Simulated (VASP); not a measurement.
Write the native input for VASP 6.6.1 that does the following.

- Task: single point
- Functional: LDA
- Potentials or basis: VASP PAW LDA potentials, release 64 (Re)
- Cutoff: 520 eV
- k mesh: 14 × 14 × 14
- Occupations: fermi-dirac, width 0.03 eV
- Spin: no spin polarisation
- Dipole correction: no
- Further INCAR settings: ALGO = Normal; EDIFF = 1e-06; NBANDS = 10

The structure of Re lies in POSCAR:

```
Re
1.0
    0.0000000000      1.9815615100      1.9815615100
    1.9815615100      0.0000000000      1.9815615100
    1.9815615100      1.9815615100      0.0000000000
Re
1
Direct
    0.0000000000      0.0000000000      0.0000000000
```

This cell differs from its parent crystal: volume scaled by 1.01.

One way to write it, as run:

INCAR

```
PREC     = Accurate       # precision mode
ENCUT    = 520            # plane-wave cutoff, eV
EDIFF    = 1E-6           # SCF threshold, eV
ISMEAR   = -1             # smearing method
SIGMA    = 0.03           # smearing width, eV
LREAL    = F              # projectors in reciprocal space
LASPH    = T              # aspherical terms in the spheres
NELM     = 100            # most SCF steps
ALGO     = Normal         # electronic algorithm
ISIF     = 2              # what is computed and relaxed
LWAVE    = F              # write WAVECAR
LCHARG   = F              # write CHGCAR
GGA      = CA             # functional
NBANDS   = 10             # bands
```

KPOINTS

```
Automatic mesh
0
Gamma
  14 14 14
```

Potentials or basis: VASP PAW LDA potentials, release 64 (Re).

Run with:

```sh
$ cat potpaw_LDA.64/Re/POTCAR > POTCAR
$ mpirun -np 1 vasp_std > vasp.out
```

It gave:

```yaml
Pressure: -26.1 GPa
```

It took 22 s on 1 thread of Intel Xeon 6975P-C (shared host), peak memory 0.14 GiB.
